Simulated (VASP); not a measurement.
# InP (Fm-3m) in VASP: settings compared, part 2 of 2

VASP 6.6.1. Earlier steps stand in the parts before.

## 4. Single point, PBEsol (volume scaled by 0.96)

Contents of INCAR:

```
PREC     = Accurate       # precision mode
ENCUT    = 500            # plane-wave cutoff, eV
EDIFF    = 1E-6           # SCF threshold, eV
ISMEAR   = 0              # smearing method
SIGMA    = 0.05           # smearing width, eV
LREAL    = False          # projectors in reciprocal space
LASPH    = True           # aspherical terms in the spheres
NELM     = 120            # most SCF steps
ALGO     = Normal         # electronic algorithm
ISIF     = 2              # what is computed and relaxed
LWAVE    = False          # write WAVECAR
LCHARG   = True           # write CHGCAR
GGA      = PS             # functional
LELF     = True           # ELF
LVHAR    = True         
NBANDS   = 16             # bands
GGA_COMPAT= False
```

Contents of KPOINTS:

```
regular mesh
0
Gamma
  8 8 8
```

Contents of POSCAR:

```
InP
1.0
    0.0000000000      2.6910344207      2.6910344207
    2.6910344207      0.0000000000      2.6910344207
    2.6910344207      2.6910344207      0.0000000000
In P
1 1
Direct
    0.0000000000      0.0000000000      0.0000000000
    0.5000000000      0.5000000000      0.5000000000
```

Potentials or basis: VASP PAW PBE potentials, release 64 (In_d, P).

Command:

```sh
> cat potpaw_PBE.64/In_d/POTCAR potpaw_PBE.64/P/POTCAR > POTCAR
> mpirun -np 1 vasp_std > vasp.out
```

OUTCAR:

```text
PREC = Accurate
   ENCUT = 500
   EDIFF = 1E-6
   ISMEAR = 0
   LREAL = False
   LASPH = True
   NELM = 120
   ISIF = 2
   GGA = PS

 ion  position               nearest neighbor table
   1  0.000  0.000  0.000-   2 2.69   2 2.69   2 2.69   2 2.69   2 2.69   2 2.69
   2  0.500  0.500  0.500-   1 2.69   1 2.69   1 2.69   1 2.69   1 2.69   1 2.69

  LATTYP: Found a face centered cubic cell.
 ALAT       =     5.3820688414

  Lattice vectors:

 A1 = (   0.0000000000,   2.6910344207,   2.6910344207)
[... 642 lines left out ...]
------------------------ aborting loop because EDIFF is reached ----------------------------------------

  FORCE on cell =-STRESS in cart. coord.  units (eV):
  Direction    XX          YY          ZZ          XY          YZ          ZX
  --------------------------------------------------------------------------------------
  -------------------------------------------------------------------------------------
  Total        0.9384821      0.9384821      0.9384821      0.0000000      0.0000000      0.0000000
  in kB       38.5788107     38.5788107     38.5788107      0.0000000      0.0000000      0.0000000
  external PRESSURE =      38.5788107 kB  Pullay stress =       0.0000000 kB

 VOLUME and BASIS-vectors are now :
 -----------------------------------------------------------------------------
  energy-cutoff  :      500.00
  volume of cell :       38.98
      direct lattice vectors                 reciprocal lattice vectors
     0.000000000  2.691034421  2.691034421    -0.185802157  0.185802157  0.185802157
     2.691034421  0.000000000  2.691034421     0.185802157 -0.185802157  0.185802157
     2.691034421  2.691034421  0.000000000     0.185802157  0.185802157 -0.185802157

 POSITION                                       TOTAL-FORCE (eV/Angst)
 -----------------------------------------------------------------------------------
      0.00000      0.00000      0.00000        -0.000000      0.000000      0.000000
      2.69103      2.69103      2.69103         0.000000     -0.000000     -0.000000
 -----------------------------------------------------------------------------------
    total drift:                               -0.000000      0.000000      0.000000

  FREE ENERGIE OF THE ION-ELECTRON SYSTEM (eV)
  ---------------------------------------------------
  free  energy   TOTEN  =        -8.7655497858 eV

  energy  without entropy=       -8.7634387149  energy(sigma->0) =       -8.76449425
```

OSZICAR:

```text
N       E                     dE             d eps       ncg     rms          rms(c)
DAV:   1     0.103812846470E+03    0.10381E+03   -0.83177E+03   960   0.131E+03
DAV:   2    -0.304869670475E+01   -0.10686E+03   -0.10198E+03  1024   0.299E+02
DAV:   3    -0.895888032595E+01   -0.59102E+01   -0.58596E+01  1280   0.677E+01
DAV:   4    -0.909414353486E+01   -0.13526E+00   -0.13522E+00  1080   0.103E+01
DAV:   5    -0.910179628979E+01   -0.76528E-02   -0.76526E-02  1448   0.221E+00    0.537E+00
DAV:   6    -0.879090150227E+01    0.31089E+00   -0.50671E-01  1392   0.143E+01    0.302E+00
DAV:   7    -0.876884628023E+01    0.22055E-01   -0.10201E-01  1480   0.363E+00    0.114E+00
DAV:   8    -0.876620647228E+01    0.26398E-02   -0.14736E-02  1392   0.184E+00    0.235E-01
DAV:   9    -0.876556900749E+01    0.63746E-03   -0.26545E-03  1416   0.933E-01    0.867E-02
DAV:  10    -0.876554946555E+01    0.19542E-04   -0.16225E-04  1312   0.137E-01    0.571E-02
DAV:  11    -0.876555297811E+01   -0.35126E-05   -0.51505E-05  1352   0.750E-02    0.159E-02
DAV:  12    -0.876554984957E+01    0.31285E-05   -0.15531E-05  1408   0.356E-02    0.736E-03
DAV:  13    -0.876554978583E+01    0.63744E-07   -0.70080E-07   696   0.721E-03
   1 F= -.87655498E+01 E0= -.87644943E+01  d E =-.211107E-02
```

It took 35 s on 1 thread of Intel Xeon 8259CL, shared host; peak memory 0.16 GiB.

Results:

| Item | Value |
| --- | --- |
| Free energy | -8.7655 eV |
| Pressure | 3.9 GPa |
| Band gap on the k mesh | zero (band 9 reaches 8.38 eV, above the bottom of band 10 at 5.55 eV) |

Levels at points of the mesh, in eV from the Fermi level:
```csv
k point,band 6,band 7,band 8,band 9,band 10,band 11,band 12,band 13
"(0.00, 0.00, 0.00)",-12.84,-0.47,-0.47,-0.47,1.06,6.94,6.94,6.94
"(0.50, 0.00, 0.00)",-10.43,-7.31,0.07,0.07,2.31,3.17,3.17,5.68
"(0.50, 0.50, 0.00)",-9.02,-5.69,-2.78,-2.78,-2.62,3.44,10.41,10.41
```

Caveat: the cell differs from its parent crystal (volume scaled by 0.96); the PAW data sets were made with another functional, which shifts forces and pressure a little; spin-orbit coupling is left out, which moves the levels of the heavy elements.

## 5. Single point, LDA

This run uses another cell than the first one, of 19.66 Å³/atom, 1.011 times its volume.

Contents of INCAR:

```
SYSTEM = InP
PREC = Accurate ; ENCUT = 500
EDIFF = 1E-6 ; ISMEAR = 0
SIGMA = 0.05 ; LREAL = .FALSE.
LASPH = .TRUE. ; NELM = 120
ALGO = Normal ; ISIF = 2
LWAVE = .FALSE. ; LCHARG = .FALSE.
GGA = CA ; NBANDS = 16
GGA_COMPAT = .FALSE.
```

Contents of KPOINTS:

```
Automatic mesh
0
G
  8 8 8
  0 0 0
```

Contents of POSCAR:

```
InP
1.0
    0.0000000000      2.6989496563      2.6989496563
    2.6989496563      0.0000000000      2.6989496563
    2.6989496563      2.6989496563      0.0000000000
In P
1 1
Direct
    0.0000000000      0.0000000000      0.0000000000
    0.5000000000      0.5000000000      0.5000000000
```

Potentials or basis: VASP PAW LDA potentials, release 64 (In_d, P).

Command:

```sh
> cat potpaw_LDA.64/In_d/POTCAR potpaw_LDA.64/P/POTCAR > POTCAR
> mpirun -np 1 vasp_std > vasp.out
```

Run time: 29 s. Hardware: 1 thread of Intel Xeon 8259CL, shared host; peak memory 0.15 GiB.

It converged, with:

```
Free energy            : -9.3077 eV
Pressure               : 0.9 GPa
Band gap on the k mesh : zero (band 9 reaches 8.20 eV, above the bottom of band 10 at 5.26 eV)
```

Levels at points of the mesh, in eV from the Fermi level:
```csv
k point,band 6,band 7,band 8,band 9,band 10,band 11,band 12,band 13
"(0.00, 0.00, 0.00)",-12.70,-0.43,-0.43,-0.43,0.91,7.04,7.04,7.04
"(0.50, 0.00, 0.00)",-10.33,-7.23,0.11,0.11,2.34,3.18,3.18,5.57
"(0.50, 0.50, 0.00)",-8.97,-5.56,-2.70,-2.70,-2.68,3.57,10.26,10.26
```

Caveat: spin-orbit coupling is left out, which moves the levels of the heavy elements.

## 6. The runs side by side

| level | potentials or basis | cell | gap on the mesh (eV) | pressure (GPa) |
| --- | --- | --- | --- | --- |
| LDA | VASP PAW LDA potentials, release 64 (In_d, P) | a = 3.803 Å, angles 60.0°, 2 atoms | none | 2.0 |
| LDA | VASP PAW LDA potentials, release 64 (In_d, P) | a = 3.777 Å, angles 60.0°, 2 atoms | none | 4.1 |
| PBEsol | VASP PAW PBE potentials, release 64 (In_d, P) | a = 3.806 Å, angles 60.0°, 2 atoms | none | 3.9 |
| LDA | VASP PAW LDA potentials, release 64 (In_d, P) | a = 3.817 Å, angles 60.0°, 2 atoms | none | 0.9 |

Alike in all rows: task single point; no spin polarisation; k mesh 8 × 8 × 8; cutoff (eV) 500; smearing gaussian 0.05 eV.

Caveats: spin-orbit coupling is left out, which moves the levels of the heavy elements; the PAW data sets were made with another functional, which shifts forces and pressure a little (some runs).

Total energies depend on the potentials used, so only differences within one code and one set of settings carry meaning.
